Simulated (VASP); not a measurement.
# Cu (P2_1/m) in VASP: further runs

Runs on Cu. Level: PBE. Tasks: single point.

Everything below comes from runs of VASP 6.6.1. Logs are shortened: lines on timing, memory, paths and dates and some standing lists are left out, and cuts for length are marked.

## (1) The cell of the first run

It takes space group P2_1/m (No. 11, monoclinic). Conventional cell: a = 2.500 Å, b = 4.167 Å, c = 2.500 Å, α = 90.00°, β = 112.89°, γ = 90.00°. Within 3.3 Å of Cu (site symmetry m) lie 12 Cu at 2.50 to 2.76 Å.

## (2) Single point, PBE (mode 1 frozen in at -0.293 Å and mode 5 at -0.054 Å (largest displacements))

Contents of INCAR:

```
PREC = Accurate
ENCUT = 520
EDIFF = 1E-6
ISMEAR = 0
SIGMA = 0.15
LREAL = F
LASPH = T
NELM = 80
ALGO = Fast
ISIF = 2
LWAVE = F
LCHARG = F
GGA = PE
NBANDS = 18
```

Contents of KPOINTS:

```
regular mesh
0
Gamma
  20 20 12
```

Contents of POSCAR:

```
Cu
1.0
   -1.4732621048      1.4732621048      1.3819816208
    1.4732621048     -1.4732621048      1.3819816208
    2.9465242096      2.9465242096      0.0000000000
Cu
2
Direct
    0.0509575011     -0.0898147473      0.0000000000
    0.4490424989      0.5898147473      0.5000000000
```

Potentials or basis: VASP PAW PBE potentials, release 64 (Cu).

Started as:

```bash
$ cat potpaw_PBE.64/Cu/POTCAR > POTCAR
$ mpirun -np 1 vasp_std > vasp.out
```

OUTCAR:

```text
PREC = Accurate
   ENCUT = 520
   EDIFF = 1E-6
   ISMEAR = 0
   LREAL = F
   LASPH = T
   NELM = 80
   ISIF = 2
   GGA = PE

 ion  position               nearest neighbor table
   1  0.051  0.910  0.000-   2 2.51   2 2.51   2 2.57   2 2.57   2 2.63   2 2.63
   2  0.449  0.590  0.500-   1 2.51   1 2.51   1 2.57   1 2.57   1 2.63   1 2.63

  LATTYP: Found a base centered orthorhombic cell.
 ALAT       =     2.7639632416
 B/A-ratio  =     1.5076229801
 C/A-ratio  =     1.5076229801

  Lattice vectors:

 A1 = (  -1.4732621048,   1.4732621048,   1.3819816208)
 A2 = (   1.4732621048,  -1.4732621048,   1.3819816208)
 A3 = (   2.9465242096,   2.9465242096,   0.0000000000)

Analysis of symmetry for initial positions (statically):
=====================================================================
 Subroutine PRICEL returns:
 Original cell was already a primitive cell.

 Routine SETGRP: Setting up the symmetry group for a
 base centered orthorhombic supercell.

 Subroutine GETGRP returns: Found  4 space group operations
 (whereof  2 operations were pure point group operations)
 out of a pool of  8 trial point group operations.

The static configuration has the point symmetry C_1h.
 The point group associated with its full space group is C_2h.

Analysis of symmetry for dynamics (positions and initial velocities):
=====================================================================
 Subroutine PRICEL returns:
 Original cell was already a primitive cell.

 Routine SETGRP: Setting up the symmetry group for a
 base centered orthorhombic supercell.

 Subroutine GETGRP returns: Found  4 space group operations
 (whereof  2 operations were pure point group operations)
 out of a pool of  8 trial point group operations.

The dynamic configuration has the point symmetry C_1h.
 The point group associated with its full space group is C_2h.

 Subroutine INISYM returns: Found  4 space group operations
 (whereof  2 operations are pure point group operations),
 and found     1 'primitive' translations

----------------------------------------------------------------------------------------

                                     Primitive cell

  volume of cell :      23.9967

  direct lattice vectors                    reciprocal lattice vectors
    -1.473262105  1.473262105  1.381981621    -0.169691462  0.169691462  0.361799312
     1.473262105 -1.473262105  1.381981621     0.169691462 -0.169691462  0.361799312
     2.946524210  2.946524210  0.000000000     0.169691462  0.169691462  0.000000000

  length of vectors
     2.500175126  2.500175126  4.167014499     0.434153345  0.434153345  0.239979967

  position of ions in fractional coordinates (direct lattice)
     0.050957501  0.910185253  0.000000000
     0.449042499  0.589814747  0.500000000

  ion indices of the primitive-cell ions
   primitive index   ion index
                 1           1
                 2           2

----------------------------------------------------------------------------------------

 KPOINTS: regular mesh

Automatic generation of k-mesh.
 Grid dimensions read from file:
 generate k-points for:   20   20   12

 Generating k-lattice:

  Cartesian coordinates                     Fractional coordinates (reciprocal lattice)
    -0.008484573  0.008484573  0.018089966     0.050000000 -0.000000000  0.000000000
     0.008484573 -0.008484573  0.018089966    -0.000000000  0.050000000  0.000000000
     0.014140955  0.014140955  0.000000000     0.000000000  0.000000000  0.083333333

  Length of vectors
     0.021707667  0.021707667  0.019998331

  Shift w.r.t. Gamma in fractional coordinates (k-lattice)
     0.000000000  0.000000000  0.000000000

 Subroutine IBZKPT returns following result:
 ===========================================

 Found   1414 irreducible k-points:

 Following reciprocal coordinates:
            Coordinates               Weight
  0.000000  0.000000  0.000000      1.000000
  0.050000 -0.000000  0.000000      2.000000
 -0.000000  0.050000  0.000000      2.000000
  0.100000  0.000000  0.000000      2.000000
  0.000000  0.100000  0.000000      2.000000
  0.150000  0.000000  0.000000      2.000000
[... 16 lines left out ...]
  0.100000  0.050000  0.000000      2.000000
  0.050000  0.100000  0.000000      2.000000
 [... further k-points ...]
   k-points           NKPTS =   1414   k-points in BZ     NKDIM =   1414   number of bands    NBANDS=     18
   number of dos      NEDOS =    301   number of ions     NIONS =      2
   total plane-waves  NPLWV =  12800
   dimension x,y,z NGX =    20 NGY =   20 NGZ =   32
   dimension x,y,z NGXF=    40 NGYF=   40 NGZF=   64
   ions per type =               2
   NGX,Y,Z   is equivalent  to a cutoff of  13.30, 13.30, 12.77 a.u.
   NGXF,Y,Z  is equivalent  to a cutoff of  26.60, 26.60, 25.53 a.u.
 SYSTEM =  unknown system
   PREC   = accura    normal or accurate (medium, high low for compatibility)
   ISTART =      0    job   : 0-new  1-cont  2-samecut
   ICHARG =      2    charge: 1-file 2-atom 10-const
   ISPIN  =      1    spin polarized calculation?
   LNONCOLLINEAR =      F non collinear calculations
   LSORBIT =      F    spin-orbit coupling
   LASPH  =      T    aspherical Exc in radial PAW
   ENCUT  =  520.0 eV  38.22 Ry    6.18 a.u.   4.65  4.65  7.75*2*pi/ulx,y,z
   NELM   =     80;   NELMIN=  2; NELMDL= -5     # of ELM steps
   EDIFF  = 0.1E-05   stopping-criterion for ELM
   LREAL  =      F    real-space projection
   EDIFFG = 0.1E-04   stopping-criterion for IOM
   NSW    =      0    number of steps for IOM
   IBRION =     -1    ionic relax: 0-MD 1-quasi-New 2-CG
   NFREE  =      0    steps in history (QN), initial steepest desc. (CG)
   ISIF   =      2    stress and relaxation
   ISYM   =      2    0-nonsym 1-usesym 2-fastsym
   POTIM  = 0.5000    time-step for ionic-motion
   TEBEG  =    0.0;   TEEND  =   0.0 temperature during run
   PSTRESS=    0.0 pullay stress
   NELECT =      22.0000    total number of electrons
   NUPDOWN=      -1.0000    fix difference up-down
   EMIN   =  10.00;   EMAX   =-10.00  energy-range for DOS
   EFERMI =   0.00;   METHOD = LEGACY
   ISMEAR =     0;   SIGMA  =   0.15  broadening in eV -4-tet -1-fermi 0-gaus
   EFERMI_NEDOS =   21; number of points for ismear=-14 and -15
   IALGO  =     68    algorithm
   IMIX   =      4    mixing-type and parameters
     AMIX     =   0.40;   BMIX     =  1.00
     AMIX_MAG =   1.60;   BMIX_MAG =  1.00
  volume/ion in A,a.u.               =      12.00        80.97
  Fermi-wavevector in a.u.,A,eV,Ry     =   1.590370  3.005364 34.412918  2.529278
  Thomas-Fermi vector in A             =   2.689076
   LORBIT       =      0    0 simple, 1 ext, 2 COOP (PROOUT), +10 PAW based schemes
   GGA     = PE    functional components
   LHFCALC =     F    Hartree Fock is set to
   AEXX    =    0.0000 exact exchange contribution
   IVDW    =     0    specifies the selected vdW correction
   LEPSILON=     F    determine dielectric tensor
   LRPA    =     F    only Hartree local field effects (RPA)
 non-spin polarized calculation
 RMM-DIIS sequential band-by-band and
 Gauss-broadening in eV      SIGMA  =   0.15
  energy-cutoff  :      520.00
  volume of cell :       24.00
 maximum number of plane-waves:       664
   NGX =  9   NGY =  9   NGZ = 15

 number of electron      21.9999997 magnetization

 Free energy of the ion-electron system (eV)
  ---------------------------------------------------
  ext. energy  EPLUGINS =         0.00000000
  ---------------------------------------------------
  free energy    TOTEN  =        -7.38686680 eV

  energy without entropy =       -7.37937329  energy(sigma->0) =       -7.38312004

 E-fermi :   7.3859     XC(G=0): -12.6305

 val. band max:        7.3806626165   @ k =   0.2000   0.5000  -0.1667
 cond. band min:       7.3866454573   @ k =   0.5000   0.2000   0.1667
 fundamental gap:      0.0059828407
 Fermi energy:         7.3858780726

 k-point     1 :       0.0000    0.0000    0.0000
  band No.  band energies     occupation
      1      -1.8373      2.00000
      2       2.4100      2.00000
      3       3.9572      2.00000
      4       4.2458      2.00000
      5       4.4444      2.00000
      6       4.7312      2.00000
[... 10 lines left out ...]
     17      30.0904      0.00000
     18      31.6214      0.00000

 k-point     2 :       0.0500   -0.0000    0.0000
  band No.  band energies     occupation
      1      -1.7625      2.00000
      2       2.4533      2.00000
      3       3.9480      2.00000
      4       4.2471      2.00000
      5       4.4705      2.00000
      6       4.7095      2.00000
[... 10 lines left out ...]
     17      31.1233      0.00000
     18      31.6515      0.00000

 k-point     3 :      -0.0000    0.0500    0.0000
  band No.  band energies     occupation
      1      -1.7628      2.00000
      2       2.4509      2.00000
      3       3.9524      2.00000
      4       4.2668      2.00000
      5       4.4473      2.00000
      6       4.7208      2.00000
[... 10 lines left out ...]
     17      30.5223      0.00000
     18      31.7366      0.00000

 k-point     4 :       0.1000    0.0000    0.0000
  band No.  band energies     occupation
      1      -1.5395      2.00000
      2       2.5771      2.00000
      3       3.9192      2.00000
      4       4.2493      2.00000
      5       4.5480      2.00000
      6       4.6299      2.00000
[... 375 lines left out ...]
      4       4.2570      2.00000
      5       4.4901      2.00000
      6       4.6936      2.00000
[... 10 lines left out ...]
     17      31.4439      0.00000
     18      31.5035      0.00000

 k-point    23 :       0.1000    0.0500    0.0000
  band No.  band energies     occupation
      1      -1.3528      2.00000
      2       2.6673      2.00000
      3       3.8408      2.00000
      4       4.2492      2.00000
      5       4.5755      2.00000
      6       4.5874      2.00000
[... 10 lines left out ...]
     17      30.3774      0.00000
     18      31.2089      0.00000

 k-point    24 :       0.0500    0.1000    0.0000
  band No.  band energies     occupation
      1      -1.3539      2.00000
      2       2.6583      2.00000
      3       3.8554      2.00000
      4       4.2832      2.00000
      5       4.5338      2.00000
      6       4.6362      2.00000
[... 10 lines left out ...]
     17      30.2373      0.00000
     18      31.0326      0.00000

 [... further k-points ...]
[... 5 lines left out ...]
  --------------------------------------------------------------------------------------
  -------------------------------------------------------------------------------------
  Total        0.5784556      0.5784556     -0.2959864     -0.2935785      0.1057740     -0.1057740
  in kB       38.6214266     38.6214266    -19.7619628    -19.6011976      7.0621532     -7.0621532
  external PRESSURE =      19.1602968 kB  Pullay stress =       0.0000000 kB

 VOLUME and BASIS-vectors are now :
 -----------------------------------------------------------------------------
  energy-cutoff  :      520.00
  volume of cell :       24.00
      direct lattice vectors                 reciprocal lattice vectors
    -1.473262105  1.473262105  1.381981621    -0.169691462  0.169691462  0.361799312
     1.473262105 -1.473262105  1.381981621     0.169691462 -0.169691462  0.361799312
     2.946524210  2.946524210  0.000000000     0.169691462  0.169691462  0.000000000

 POSITION                                       TOTAL-FORCE (eV/Angst)
 -----------------------------------------------------------------------------------
      1.26587     -1.26587      1.32828         0.056694     -0.056694      0.182305
      1.68066      1.26587      1.43568        -0.056694      0.056694     -0.182305
 -----------------------------------------------------------------------------------
    total drift:                               -0.000000     -0.000000     -0.000000

  FREE ENERGIE OF THE ION-ELECTRON SYSTEM (eV)
  ---------------------------------------------------
  free  energy   TOTEN  =        -7.3868668008 eV

  energy  without entropy=       -7.3793732873  energy(sigma->0) =       -7.38312004
```

Wall time 7.9 min (1 thread of Intel Xeon Platinum 8259CL at 2.50GHz (Skylake/Cascade Lake), shared host); peak memory 0.56 GiB.

What came out:

* Free energy: -7.3869 eV
* Pressure: 1.9 GPa
* Largest force: 0.199 eV/Å
* Band gap on the k mesh: zero (band 11 reaches 11.43 eV, above the bottom of band 12 at 5.56 eV)

Forces on the atoms (eV/Å):
```
Cu   0.057 -0.057  0.182
Cu  -0.057  0.057 -0.182
```

Stress tensor (GPa, compression positive):
```
 3.86 -1.96 -0.71
-1.96  3.86  0.71
-0.71  0.71 -1.98
```

Caveat: the cell differs from its parent crystal (mode 1 frozen in at -0.293 Å and mode 5 at -0.054 Å (largest displacements)).

[end of part 1 of 2]
